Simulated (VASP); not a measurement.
CaSi3N2:

```
CELL_PARAMETERS angstrom
4.16291 0.00000 0.00000
0.00000 4.16291 0.00000
0.00000 0.00000 5.92830
ATOMIC_POSITIONS crystal
Ca 0.00000 0.00000 0.50000
Si 0.50000 0.50000 0.00000
Si 0.00000 0.00000 0.00000
Si 0.50000 0.50000 0.50000
N 0.00000 0.50000 0.26791
N 0.50000 0.00000 0.73209
```

The cell was generated, and may not be a known phase.

* Program: VASP 6.6.1
* Task: relaxation of cell and atoms
* Functional: PBE
* Potentials or basis: VASP PAW PBE potentials, release 64 (Ca_sv, Si, N)
* Cutoff: 600 eV
* k mesh: 4 × 4 × 4
* Occupations: gaussian, width 0.1 eV
* Spin: no spin polarisation

At the start: pressure -6.8 GPa; volume 17.12 Å³/atom.

Q: How do energy, volume and symmetry change on relaxing?

A: Over 15 steps the energy falls by 290.6 meV/atom and the volume is 16.05 Å³/atom (-6.3 %); space group P-4m2 (No. 115, to 0.1 Å) before and after.

Step by step:
| step | energy change (eV) | largest force (eV/Å) | pressure (GPa) | volume (Å³) |
| --- | --- | --- | --- | --- |
| 1 | 0.0000 | 0.9872 | -6.77 | 102.74 |
| 2 | -0.3747 | 1.4334 | -0.57 | 92.35 |
| 3 | -0.4024 | 1.4927 | 2.52 | 88.96 |
| 4 | -0.7045 | 1.6292 | 4.24 | 87.22 |
| 5 | -1.2089 | 1.0889 | 8.36 | 83.94 |
| 6 | 0.3926 | 2.9017 | 31.01 | 77.57 |
| 7 | -1.2572 | 0.5274 | 10.41 | 83.01 |
| 8 | -1.4397 | 0.0029 | 8.37 | 85.29 |
| 9 | -1.5522 | 0.8892 | 5.42 | 90.20 |
| 10 | -1.5556 | 0.7862 | 5.74 | 89.58 |
| 11 | -1.6460 | 0.4605 | 2.70 | 91.98 |
| 12 | -1.6803 | 0.1046 | -0.41 | 94.89 |
| 13 | -1.7011 | 0.0826 | -0.41 | 95.16 |
| 14 | -1.7387 | 0.0038 | -0.33 | 95.92 |
| 15 | -1.7433 | 0.0392 | -0.26 | 96.27 |

Final structure:
```
Ca Si N
1.0
     3.91155    0.00000    0.00000
     0.00000    3.91155    0.00000
     0.00000    0.00000    6.29235
Ca Si N
1 3 2
Direct
  0.00000 0.00000 0.50000
  0.50000 0.50000 0.00000
  0.00000 0.00000 0.00000
  0.50000 0.50000 0.50000
  0.00000 0.50000 0.35588
  0.50000 0.00000 0.64412
```

Caveat: the k points lie up to 0.40 Å⁻¹ apart in the final cell, too coarse for converged energies and pressures of a metal.
